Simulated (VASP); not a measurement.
Wanted: the native input for a VASP 6.6.1 run.

- Task: single point
- Functional: PBE
- Potentials or basis: VASP PAW PBE potentials, release 64 (Cu, Os)
- Cutoff: 600 eV
- k mesh: 6 × 6 × 6
- Occupations: gaussian, width 0.1 eV
- Spin: no spin polarisation
- Dipole correction: no
- Further INCAR settings: ALGO = Normal; EDIFF = 1e-06; NBANDS = 22

The structure of Cu2Os lies in POSCAR:

```
Cu2Os
1.0
    0.0000000000      2.6943961800      2.6943961800
    2.6943961800      0.0000000000      2.6943961800
    2.6943961800      2.6943961800      0.0000000000
Cu Os
2 1
Direct
    0.2500000000      0.2500000000      0.2500000000
    0.7500000000      0.7500000000      0.7500000000
    0.0000000000      0.0000000000      0.0000000000
```

These files were run (other wordings do the same):

INCAR

```
PREC = Accurate
ENCUT = 600
EDIFF = 1E-6
ISMEAR = 0
SIGMA = 0.1
LREAL = False
LASPH = True
NELM = 120
ALGO = Normal
ISIF = 2
LWAVE = False
LCHARG = False
GGA = PE
NBANDS = 22
GGA_COMPAT = False
```

KPOINTS

```
Automatic mesh
0
Gamma
  6 6 6
```

Potentials or basis: VASP PAW PBE potentials, release 64 (Cu, Os).

The run is started by

```sh
$ cat potpaw_PBE.64/Cu/POTCAR potpaw_PBE.64/Os/POTCAR > POTCAR
$ mpirun -np 1 vasp_std > vasp.out
```

Results of the run:

| Item | Value |
| --- | --- |
| Pressure | 45.5 GPa |
| Band gap on the k mesh | zero (band 15 reaches 8.09 eV, above the bottom of band 16 at 7.14 eV) |

Caveat: spin-orbit coupling is left out, which moves the levels of the heavy elements.

It took 44 s on 1 thread of Intel Xeon 8259CL, with other jobs on the host, peak memory 0.18 GiB.
